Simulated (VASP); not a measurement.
Input of a VASP 6.6.1 run:

INCAR

```
SYSTEM = BeS
PREC = Accurate ; ENCUT = 520
EDIFF = 1E-7 ; ISMEAR = 0
SIGMA = 0.02 ; LREAL = .FALSE.
LASPH = .TRUE. ; NELM = 120
ALGO = Normal ; ISIF = 2
LWAVE = .FALSE. ; LCHARG = .FALSE.
IBRION = 2 ; NSW = 60
EDIFFG = -0.002 ; GGA_COMPAT = .FALSE.
NELMIN = 4
```

KPOINTS

```
regular mesh
0
G
  8 8 8
  0 0 0
```

POSCAR

```
BeS
1.0
    0.0000000000      2.3740692694      2.3740692694
    2.3740692694      0.0000000000      2.3740692694
    2.3740692694      2.3740692694      0.0000000000
Be S
1 1
Direct
    0.0000000000      0.0000000000      0.0000000000
    0.2500000000      0.2500000000      0.2500000000
```

Potentials or basis: VASP PAW LDA potentials, release 64 (Be, S).

Run with:

```bash
$ cat potpaw_LDA.64/Be/POTCAR potpaw_LDA.64/S/POTCAR > POTCAR
$ mpirun -np 1 vasp_std > vasp.out
```

Problem. What does it give for the band gap on the k mesh?

Solution. 2.76 eV (least direct gap 5.51 eV).

Final structure:
```cif
data_structure
_symmetry_space_group_name_H-M 'P 1'
_symmetry_Int_Tables_number 1
_cell_length_a 3.3574
_cell_length_b 3.3574
_cell_length_c 3.3574
_cell_angle_alpha 60.000
_cell_angle_beta 60.000
_cell_angle_gamma 60.000
_cell_volume 26.76
loop_
_atom_site_label
_atom_site_type_symbol
_atom_site_fract_x
_atom_site_fract_y
_atom_site_fract_z
_atom_site_occupancy
Be1 Be 0.00000 0.00000 0.00000 1
S1 S 0.25000 0.25000 0.25000 1
```

Caveat: the cell differs from its parent crystal (strained cell); the relaxation stopped at its first step, so nothing moved. A k mesh can miss the band edges.
